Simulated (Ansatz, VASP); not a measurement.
# W: VASP beside Ansatz

```
W
1.0
     0.00000    2.00022    2.00022
     2.00022    0.00000    2.00022
     2.00022    2.00022    0.00000
W
1
Direct
  0.00000 0.00000 0.00000
```

Alike in both runs: functional PBEsol; k mesh 8 × 8 × 8; occupations gaussian, width 0.1 eV; no spin polarisation.

Ansatz relaxed the structure, and its values are those at the end. VASP's run is a single point on that final structure, the one shown.

```csv
,VASP,Ansatz
version,VASP 6.6.1,Ansatz 0.2.0
potentials or method,"VASP PAW PBE potentials, release 64 (W_sv), cutoff 500 eV","scalar-relativistic, plane waves, PAW"
valence electrons in the cell,14,14
```

|  | VASP | Ansatz | Ansatz less VASP |
| --- | --- | --- | --- |
| gap on the k mesh at the Fermi level (eV) | none | none | - |
| pressure (GPa) | 0.7 | 0.1 | -0.60 |

VASP's potentials were made for PBE, not for PBEsol, and Ansatz warns of the same on its side. A gap of «none» marks a metal or a gap that the smearing closes. With one functional, cell and mesh, what is left measures potentials, basis and numerics.

Neither program's run includes spin-orbit coupling.
